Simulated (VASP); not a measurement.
# Lu (Im-3m) in VASP: a series of runs

Runs on Lu. Level: PBE. Tasks: single point.

All numbers are computed with VASP 6.6.1; they aren't measurements. Logs are shortened: lines on timing, memory, paths and dates and some standing lists are left out, and cuts for length are marked.

**1. The cell of the first run**

Symmetry: Im-3m, No. 229, cubic system. Conventional cell: a = 3.897 Å, b = 3.897 Å, c = 3.897 Å, α = 90.00°, β = 90.00°, γ = 90.00°. Within 4.4 Å of Lu (site symmetry m-3m) lie 14 Lu at 3.38 to 3.90 Å.

This isn't the form of Lu at room conditions, which is hcp.

**2. Single point, PBE**

File INCAR:

```
SYSTEM = Lu
ALGO = Normal
EDIFF = 1E-6
ENCUT = 520
GGA = PE
ISIF = 2
ISMEAR = -1
LASPH = .True.
LCHARG = .False.
LREAL = .False.
LWAVE = .False.
NBANDS = 18
NELM = 60
PREC = Accurate
SIGMA = 0.05
```

File KPOINTS:

```
k-points
0
Gamma
  15 15 15
  0 0 0
```

File POSCAR:

```
Lu
1.0
   -1.9486533332      1.9486533332      1.9486533332
    1.9486533332     -1.9486533332      1.9486533332
    1.9486533332      1.9486533332     -1.9486533332
Lu
1
Direct
    0.0000000000      0.0000000000      0.0000000000
```

Potentials or basis: VASP PAW PBE potentials, release 64 (Lu).

Started as:

```console
> cat potpaw_PBE.64/Lu/POTCAR > POTCAR
> mpirun -np 1 vasp_std > vasp.out
```

OUTCAR:

```text
SYSTEM = Lu
   EDIFF = 1E-6
   ENCUT = 520
   GGA = PE
   ISIF = 2
   ISMEAR = -1
   LASPH = .True.
   LREAL = .False.
   NELM = 60
   PREC = Accurate

 ion  position               nearest neighbor table
   1  0.000  0.000  0.000-

  LATTYP: Found a body centered cubic cell.
 ALAT       =     3.8973066664

  Lattice vectors:

 A1 = (  -1.9486533332,   1.9486533332,   1.9486533332)
 A2 = (   1.9486533332,  -1.9486533332,   1.9486533332)
 A3 = (   1.9486533332,   1.9486533332,  -1.9486533332)

Analysis of symmetry for initial positions (statically):
=====================================================================
 Subroutine PRICEL returns:
 Original cell was already a primitive cell.

 Routine SETGRP: Setting up the symmetry group for a
 body centered cubic supercell.

 Subroutine GETGRP returns: Found 48 space group operations
 (whereof 48 operations were pure point group operations)
 out of a pool of 48 trial point group operations.

The static configuration has the point symmetry O_h .

Analysis of symmetry for dynamics (positions and initial velocities):
=====================================================================
 Subroutine PRICEL returns:
 Original cell was already a primitive cell.

 Routine SETGRP: Setting up the symmetry group for a
 body centered cubic supercell.

 Subroutine GETGRP returns: Found 48 space group operations
 (whereof 48 operations were pure point group operations)
 out of a pool of 48 trial point group operations.

The dynamic configuration has the point symmetry O_h .

 Subroutine INISYM returns: Found 48 space group operations
 (whereof 48 operations are pure point group operations),
 and found     1 'primitive' translations

----------------------------------------------------------------------------------------

                                     Primitive cell

  volume of cell :      29.5981

  direct lattice vectors                    reciprocal lattice vectors
    -1.948653333  1.948653333  1.948653333     0.000000000  0.256587455  0.256587455
     1.948653333 -1.948653333  1.948653333     0.256587455  0.000000000  0.256587455
     1.948653333  1.948653333 -1.948653333     0.256587455  0.256587455  0.000000000

  length of vectors
     3.375166579  3.375166579  3.375166579     0.362869459  0.362869459  0.362869459
[... 67 lines left out ...]
   NGX,Y,Z   is equivalent  to a cutoff of  13.79, 13.79, 13.79 a.u.
   NGXF,Y,Z  is equivalent  to a cutoff of  27.58, 27.58, 27.58 a.u.
 SYSTEM =  Lu
   PREC   = accura    normal or accurate (medium, high low for compatibility)
   ISTART =      0    job   : 0-new  1-cont  2-samecut
   ICHARG =      2    charge: 1-file 2-atom 10-const
   ISPIN  =      1    spin polarized calculation?
   LNONCOLLINEAR =      F non collinear calculations
   LSORBIT =      F    spin-orbit coupling
   LASPH  =      T    aspherical Exc in radial PAW
   ENCUT  =  520.0 eV  38.22 Ry    6.18 a.u.   6.28  6.28  6.28*2*pi/ulx,y,z
   NELM   =     60;   NELMIN=  2; NELMDL= -5     # of ELM steps
   EDIFF  = 0.1E-05   stopping-criterion for ELM
   LREAL  =      F    real-space projection
   EDIFFG = 0.1E-04   stopping-criterion for IOM
   NSW    =      0    number of steps for IOM
   IBRION =     -1    ionic relax: 0-MD 1-quasi-New 2-CG
   NFREE  =      0    steps in history (QN), initial steepest desc. (CG)
   ISIF   =      2    stress and relaxation
   ISYM   =      2    0-nonsym 1-usesym 2-fastsym
   POTIM  = 0.5000    time-step for ionic-motion
   TEBEG  =    0.0;   TEEND  =   0.0 temperature during run
   PSTRESS=    0.0 pullay stress
   NELECT =      25.0000    total number of electrons
   NUPDOWN=      -1.0000    fix difference up-down
   EMIN   =  10.00;   EMAX   =-10.00  energy-range for DOS
   EFERMI =   0.00;   METHOD = LEGACY
   ISMEAR =    -1;   SIGMA  =   0.05  broadening in eV -4-tet -1-fermi 0-gaus
   EFERMI_NEDOS =   21; number of points for ismear=-14 and -15
   IALGO  =     38    algorithm
   IMIX   =      4    mixing-type and parameters
     AMIX     =   0.40;   BMIX     =  1.00
     AMIX_MAG =   1.60;   BMIX_MAG =  1.00
  volume/ion in A,a.u.               =      29.60       199.74
  Fermi-wavevector in a.u.,A,eV,Ry     =   1.547510  2.924371 32.583076  2.394789
  Thomas-Fermi vector in A             =   2.652593
   LORBIT       =      0    0 simple, 1 ext, 2 COOP (PROOUT), +10 PAW based schemes
   GGA     = PE    functional components
[... 5 lines left out ...]
 non-spin polarized calculation
  energy-cutoff  :      520.00
  volume of cell :       29.60
 maximum number of plane-waves:       809
 NGX is ok and might be reduce to    28
   NGX = 13   NGY = 13   NGZ = 13

 number of electron      24.9999993 magnetization

 Free energy of the ion-electron system (eV)
  ---------------------------------------------------
  ext. energy  EPLUGINS =         0.00000000
  ---------------------------------------------------
  free energy    TOTEN  =        -4.38947573 eV

  energy without entropy =       -4.37062364  energy(sigma->0) =       -4.38004969

 E-fermi :   2.3121     XC(G=0): -10.5959

 val. band max:        2.3029728678   @ k =   0.2667   0.1333   0.1333
 cond. band min:       2.3210626280   @ k =   0.3333   0.1333   0.1333
 fundamental gap:      0.0180897603
 Fermi energy:         2.3121112313

 k-point     1 :       0.0000    0.0000    0.0000
  band No.  band energies     occupation
      1     -54.1283      2.00000
      2     -24.5553      2.00000
      3     -24.5553      2.00000
      4     -24.5553      2.00000
      5      -3.8060      2.00000
      6      -2.8813      2.00000
[... 481 lines left out ...]
      5      -2.8667      2.00000
      6      -2.8576      2.00000
[... 10 lines left out ...]
     17       9.1468      0.00000
     18      10.0822      0.00000

 [... further k-points ...]

------------------------ aborting loop because EDIFF is reached ----------------------------------------

  FORCE on cell =-STRESS in cart. coord.  units (eV):
  Direction    XX          YY          ZZ          XY          YZ          ZX
  --------------------------------------------------------------------------------------
  -------------------------------------------------------------------------------------
  Total        0.0259276      0.0259276      0.0259276     -0.0000000     -0.0000000     -0.0000000
  in kB        1.4034916      1.4034916      1.4034916     -0.0000000     -0.0000000     -0.0000000
  external PRESSURE =       1.4034916 kB  Pullay stress =       0.0000000 kB

 VOLUME and BASIS-vectors are now :
 -----------------------------------------------------------------------------
  energy-cutoff  :      520.00
  volume of cell :       29.60
      direct lattice vectors                 reciprocal lattice vectors
    -1.948653333  1.948653333  1.948653333     0.000000000  0.256587455  0.256587455
     1.948653333 -1.948653333  1.948653333     0.256587455  0.000000000  0.256587455
     1.948653333  1.948653333 -1.948653333     0.256587455  0.256587455  0.000000000

 POSITION                                       TOTAL-FORCE (eV/Angst)
 -----------------------------------------------------------------------------------
      0.00000      0.00000      0.00000         0.000000      0.000000     -0.000000
 -----------------------------------------------------------------------------------
    total drift:                                0.000000     -0.000000      0.000000

  FREE ENERGIE OF THE ION-ELECTRON SYSTEM (eV)
  ---------------------------------------------------
  free  energy   TOTEN  =        -4.3894757299 eV

  energy  without entropy=       -4.3706236413  energy(sigma->0) =       -4.38004969
```

Run time: 77 s. Hardware: 1 thread of Oxide Virtual Turin-like, shared host; peak memory 0.18 GiB.

Results:

```yaml
Free_energy: -4.3895 eV
Pressure: 0.1 GPa
Band_gap_on_the_k_mesh: zero (an odd number of electrons rules out a gap without spin polarisation)
```

Levels at points of the mesh, in eV from the Fermi level:
```tsv
k point	band 8	band 9	band 10	band 11	band 12	band 13	band 14	band 15	band 16	band 17
(0.00, 0.00, 0.00)	-5.19	-5.10	-5.10	-5.10	-5.09	2.11	2.11	2.11	4.31	4.31
```

Caveat: spin-orbit coupling is left out, which moves the levels of the heavy elements.

**3. Single point, PBE**

File INCAR:

```
PREC = Accurate
ENCUT = 520
EDIFF = 1E-6
ISMEAR = -1
SIGMA = 0.05
LREAL = False
LASPH = True
NELM = 100
ALGO = Normal
ISIF = 2
LWAVE = False
LCHARG = False
GGA = PE
NBANDS = 18
```

File KPOINTS:

```
Automatic mesh
0
Gamma
  15 15 15
```

POSCAR is that of step 2.

Potentials or basis: VASP PAW PBE potentials, release 64 (Lu).

Started as:

```console
> cat potpaw_PBE.64/Lu/POTCAR > POTCAR
> mpirun -np 1 vasp_std > vasp.out
```

OUTCAR:

```text
PREC = Accurate
   ENCUT = 520
   EDIFF = 1E-6
   ISMEAR = -1
   LREAL = False
   LASPH = True
   NELM = 100
   ISIF = 2
   GGA = PE

 ion  position               nearest neighbor table
   1  0.000  0.000  0.000-

  LATTYP: Found a body centered cubic cell.
 ALAT       =     3.8973066664

  Lattice vectors:

 A1 = (  -1.9486533332,   1.9486533332,   1.9486533332)
 A2 = (   1.9486533332,  -1.9486533332,   1.9486533332)
 A3 = (   1.9486533332,   1.9486533332,  -1.9486533332)

Analysis of symmetry for initial positions (statically):
=====================================================================
 Subroutine PRICEL returns:
 Original cell was already a primitive cell.

 Routine SETGRP: Setting up the symmetry group for a
 body centered cubic supercell.

 Subroutine GETGRP returns: Found 48 space group operations
 (whereof 48 operations were pure point group operations)
 out of a pool of 48 trial point group operations.

The static configuration has the point symmetry O_h .

Analysis of symmetry for dynamics (positions and initial velocities):
=====================================================================
 Subroutine PRICEL returns:
 Original cell was already a primitive cell.

 Routine SETGRP: Setting up the symmetry group for a
 body centered cubic supercell.

 Subroutine GETGRP returns: Found 48 space group operations
 (whereof 48 operations were pure point group operations)
 out of a pool of 48 trial point group operations.

The dynamic configuration has the point symmetry O_h .

 Subroutine INISYM returns: Found 48 space group operations
 (whereof 48 operations are pure point group operations),
 and found     1 'primitive' translations

[... 97 lines left out ...]
   NFREE  =      0    steps in history (QN), initial steepest desc. (CG)
   ISIF   =      2    stress and relaxation
   ISYM   =      2    0-nonsym 1-usesym 2-fastsym
   POTIM  = 0.5000    time-step for ionic-motion
   TEBEG  =    0.0;   TEEND  =   0.0 temperature during run
   PSTRESS=    0.0 pullay stress
   NELECT =      25.0000    total number of electrons
   NUPDOWN=      -1.0000    fix difference up-down
   EMIN   =  10.00;   EMAX   =-10.00  energy-range for DOS
   EFERMI =   0.00;   METHOD = LEGACY
   ISMEAR =    -1;   SIGMA  =   0.05  broadening in eV -4-tet -1-fermi 0-gaus
   EFERMI_NEDOS =   21; number of points for ismear=-14 and -15
   IALGO  =     38    algorithm
   IMIX   =      4    mixing-type and parameters
     AMIX     =   0.40;   BMIX     =  1.00
     AMIX_MAG =   1.60;   BMIX_MAG =  1.00
  volume/ion in A,a.u.               =      29.60       199.74
  Fermi-wavevector in a.u.,A,eV,Ry     =   1.547510  2.924371 32.583076  2.394789
  Thomas-Fermi vector in A             =   2.652593
   LORBIT       =      0    0 simple, 1 ext, 2 COOP (PROOUT), +10 PAW based schemes
   GGA     = PE    functional components
[... 5 lines left out ...]
 non-spin polarized calculation
  energy-cutoff  :      520.00
  volume of cell :       29.60
 maximum number of plane-waves:       809
 NGX is ok and might be reduce to    28
   NGX = 13   NGY = 13   NGZ = 13

 number of electron      24.9999993 magnetization

 Free energy of the ion-electron system (eV)
  ---------------------------------------------------
  ext. energy  EPLUGINS =         0.00000000
  ---------------------------------------------------
  free energy    TOTEN  =        -4.38947573 eV

  energy without entropy =       -4.37062364  energy(sigma->0) =       -4.38004969

 E-fermi :   2.3121     XC(G=0): -10.5959

 val. band max:        2.3029728678   @ k =   0.2667   0.1333   0.1333
 cond. band min:       2.3210626280   @ k =   0.3333   0.1333   0.1333
 fundamental gap:      0.0180897603
 Fermi energy:         2.3121112313

 k-point     1 :       0.0000    0.0000    0.0000
  band No.  band energies     occupation
      1     -54.1283      2.00000
      2     -24.5553      2.00000
      3     -24.5553      2.00000
      4     -24.5553      2.00000
      5      -3.8060      2.00000
      6      -2.8813      2.00000
[... 481 lines left out ...]
      5      -2.8667      2.00000
      6      -2.8576      2.00000
[... 10 lines left out ...]
     17       9.1468      0.00000
     18      10.0822      0.00000

 [... further k-points ...]

------------------------ aborting loop because EDIFF is reached ----------------------------------------

  FORCE on cell =-STRESS in cart. coord.  units (eV):
  Direction    XX          YY          ZZ          XY          YZ          ZX
  --------------------------------------------------------------------------------------
  -------------------------------------------------------------------------------------
  Total        0.0259276      0.0259276      0.0259276     -0.0000000     -0.0000000     -0.0000000
  in kB        1.4034916      1.4034916      1.4034916     -0.0000000     -0.0000000     -0.0000000
  external PRESSURE =       1.4034916 kB  Pullay stress =       0.0000000 kB

 VOLUME and BASIS-vectors are now :
 -----------------------------------------------------------------------------
  energy-cutoff  :      520.00
  volume of cell :       29.60
      direct lattice vectors                 reciprocal lattice vectors
    -1.948653333  1.948653333  1.948653333     0.000000000  0.256587455  0.256587455
     1.948653333 -1.948653333  1.948653333     0.256587455  0.000000000  0.256587455
     1.948653333  1.948653333 -1.948653333     0.256587455  0.256587455  0.000000000

 POSITION                                       TOTAL-FORCE (eV/Angst)
 -----------------------------------------------------------------------------------
      0.00000      0.00000      0.00000         0.000000      0.000000     -0.000000
 -----------------------------------------------------------------------------------
    total drift:                                0.000000     -0.000000      0.000000

  FREE ENERGIE OF THE ION-ELECTRON SYSTEM (eV)
  ---------------------------------------------------
  free  energy   TOTEN  =        -4.3894757299 eV

  energy  without entropy=       -4.3706236413  energy(sigma->0) =       -4.38004969
```

OSZICAR:

```text
N       E                     dE             d eps       ncg     rms          rms(c)
DAV:   1     0.803782351461E+02    0.80378E+02   -0.10277E+04  5376   0.460E+03
DAV:   2     0.116184644077E+01   -0.79216E+02   -0.77689E+02  4518   0.360E+02
DAV:   3    -0.428589519817E+01   -0.54477E+01   -0.53953E+01  4852   0.706E+01
DAV:   4    -0.448291655745E+01   -0.19702E+00   -0.19619E+00  6218   0.109E+01
DAV:   5    -0.448678507734E+01   -0.38685E-02   -0.38665E-02  5016   0.136E+00    0.356E+00
DAV:   6    -0.441359559337E+01    0.73189E-01   -0.19622E-01  7050   0.691E+00    0.170E+00
DAV:   7    -0.439131747818E+01    0.22278E-01   -0.37498E-02  5754   0.153E+00    0.322E-01
DAV:   8    -0.438930817311E+01    0.20093E-02   -0.50375E-03  6772   0.788E-01    0.114E-01
DAV:   9    -0.438947543585E+01   -0.16726E-03   -0.50306E-04  5050   0.270E-01    0.417E-02
DAV:  10    -0.438947494805E+01    0.48780E-06   -0.73943E-05  5942   0.899E-02    0.124E-02
DAV:  11    -0.438947598799E+01   -0.10399E-05   -0.50622E-06  4964   0.233E-02    0.563E-03
DAV:  12    -0.438947572988E+01    0.25810E-06   -0.40742E-07  2864   0.850E-03
   1 F= -.43894757E+01 E0= -.43800497E+01  d E =-.188521E-01
```

stdout:

```text
POSCAR found type information on POSCAR Lu
 POSCAR found :  1 types and       1 ions
 scaLAPACK will be used
 LDA part: xc-table for (Slater+PW92), standard interpolation
 POSCAR, INCAR and KPOINTS ok, starting setup
 FFT: planning ... GRIDC
 FFT: planning ... GRID_SOFT
 FFT: planning ... GRID
 WAVECAR not read
 entering main loop
```

Run time: 96 s. Hardware: 1 thread of Oxide Virtual Turin-like, shared host; peak memory 0.18 GiB.

What came out:

```
Free energy            : -4.3895 eV
Pressure               : 0.1 GPa
Band gap on the k mesh : zero (an odd number of electrons rules out a gap without spin polarisation)
```

Caveat: spin-orbit coupling is left out, which moves the levels of the heavy elements.
